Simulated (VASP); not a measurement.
Write the native input for VASP 6.6.1 that does the following.

| Quantity | Value |
| --- | --- |
| Task | single point |
| Functional | r2SCAN |
| Potentials or basis | VASP PAW PBE potentials, release 64 (Al, Ru_pv) |
| Cutoff | 520 eV |
| k mesh | 15 × 15 × 3 |
| Occupations | gaussian, width 0.15 eV |
| Spin | no spin polarisation |
| Dipole correction | no |
| Further INCAR settings | ALGO = Normal; EDIFF = 1e-06; NBANDS = 52 |

The system is Al2Ru.

```
Al Ru
1.0
    -3.12182    0.00000    0.00000
     0.00000   -3.12182    0.00000
     0.00000    0.00000   19.88997
Al Ru
8 4
Direct
  0.00000 0.00000 0.17370
  0.50000 0.50000 0.81057
  0.00000 0.00000 0.59828
  0.50000 0.50000 0.38599
  0.50000 0.50000 0.25089
  0.00000 0.00000 0.03860
  0.50000 0.50000 0.67547
  0.00000 0.00000 0.46318
  0.00000 0.00000 0.31844
  0.50000 0.50000 0.10615
  0.00000 0.00000 0.74302
  0.50000 0.50000 0.53073
```

This cell differs from its parent crystal: the distance across one plane changed.

These files were run (other wordings do the same):

POSCAR

```
Al2Ru
1.0
   -3.1218205081      0.0000000000      0.0000000000
    0.0000000000     -3.1218205081      0.0000000000
    0.0000000000      0.0000000000     19.8899668331
Al Ru
8 4
Direct
    0.0000000000      0.0000000000      0.1736952290
    0.5000000000      0.5000000000      0.8105728685
    0.0000000000      0.0000000000      0.5982803220
    0.5000000000      0.5000000000      0.3859877755
    0.5000000000      0.5000000000      0.2508898639
    1.0000000000      1.0000000000      0.0385973174
    0.5000000000      0.5000000000      0.6754749569
    1.0000000000      1.0000000000      0.4631824104
    0.0000000000      0.0000000000      0.3184388197
    0.5000000000      0.5000000000      0.1061462732
    0.0000000000      0.0000000000      0.7430239127
    0.5000000000      0.5000000000      0.5307313662
```

INCAR.step1

```
ALGO     = Normal         # electronic algorithm
EDIFF    = 1E-4           # SCF threshold, eV
ENCUT    = 520            # plane-wave cutoff, eV
GGA      = PE             # functional
ISMEAR   = 0              # smearing method
KPAR     = 4            
LASPH    = True           # aspherical terms in the spheres
LCHARG   = False          # write CHGCAR
LREAL    = False          # projectors in reciprocal space
LWAVE    = True           # write WAVECAR
NBANDS   = 52             # bands
NELM     = 100            # most SCF steps
PREC     = Accurate       # precision mode
SIGMA    = 0.15           # smearing width, eV
```

INCAR.step2

```
ALGO     = Normal         # electronic algorithm
EDIFF    = 1E-6           # SCF threshold, eV
ENCUT    = 520            # plane-wave cutoff, eV
ISIF     = 2              # what is computed and relaxed
ISMEAR   = 0              # smearing method
ISTART   = 1            
KPAR     = 4            
LASPH    = True           # aspherical terms in the spheres
LCHARG   = True           # write CHGCAR
LMIXTAU  = True         
LREAL    = False          # projectors in reciprocal space
LVHAR    = True         
LWAVE    = False          # write WAVECAR
METAGGA  = R2SCAN         # meta-GGA
NBANDS   = 52             # bands
NELM     = 100            # most SCF steps
PREC     = Accurate       # precision mode
SIGMA    = 0.15           # smearing width, eV
```

KPOINTS

```
k-points
0
Gamma
  15 15 3
```

Potentials or basis: VASP PAW PBE potentials, release 64 (Al, Ru_pv).

Launch:

```sh
$ cat potpaw_PBE.64/Al/POTCAR potpaw_PBE.64/Ru_pv/POTCAR > POTCAR
$ cp INCAR.step1 INCAR
$ mpirun -np 4 vasp_std > vasp.out
$ cp INCAR.step2 INCAR
$ mpirun -np 4 vasp_std > vasp.out
```

Results of the run:

```
Pressure               : -3.2 GPa
Largest force          : 0.121 eV/Å
Band gap on the k mesh : zero (bands 40 and 41 overlap by 0.39 eV)
```

Caveat: the cell differs from its parent crystal (the distance across one plane changed); the cell stands under tension; the PAW data sets were made with another functional, which shifts forces and pressure a little.

Run time: 19 min on 4 MPI ranks on Oxide Virtual Turin-like Processor, on a shared host, peak memory 0.67 GiB a rank.
